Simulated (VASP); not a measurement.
Input of a VASP 6.6.1 run:

File INCAR:

```
PREC = Accurate
ENCUT = 400
EDIFF = 1E-8
ISMEAR = -1
SIGMA = 0.05
LREAL = F
LASPH = T
NELM = 120
ALGO = Normal
ISIF = 2
LWAVE = F
LCHARG = F
GGA = PS
LEFG = T
NBANDS = 12
GGA_COMPAT = F
```

KPOINTS

```
regular mesh
0
Gamma
  14 14 14
```

The input POSCAR:

```
Ti
1.0
   -1.6410000000      1.6410000000      1.6081800000
    1.6410000000     -1.6410000000      1.6081800000
    1.6410000000      1.6410000000     -1.6081800000
Ti
1
Direct
    0.0000000000      0.0000000000      0.0000000000
```

Potentials or basis: VASP PAW PBE potentials, release 64 (Ti_sv).

Command:

```console
$ cat potpaw_PBE.64/Ti_sv/POTCAR > POTCAR
$ mpirun -np 1 vasp_std > vasp.out
```

Question: Estimate the band gap on the k mesh.

Answer: Zero (bands 6 and 7 overlap by 1.63 eV).

Question: What does it give for the pressure?

Answer: -5.6 GPa.

Stress tensor (GPa, compression positive):
```
-5.40  0.00  0.00
 0.00 -5.40  0.00
 0.00  0.00 -6.08
```

Caveat: the cell differs from its parent crystal (zz strain of -2 %); the cell stands under tension; without QUAD_EFG the Cq values of the log hold for a quadrupole moment of 1 mb, not for the nuclei; the PAW data sets were made with another functional, which shifts forces and pressure a little.
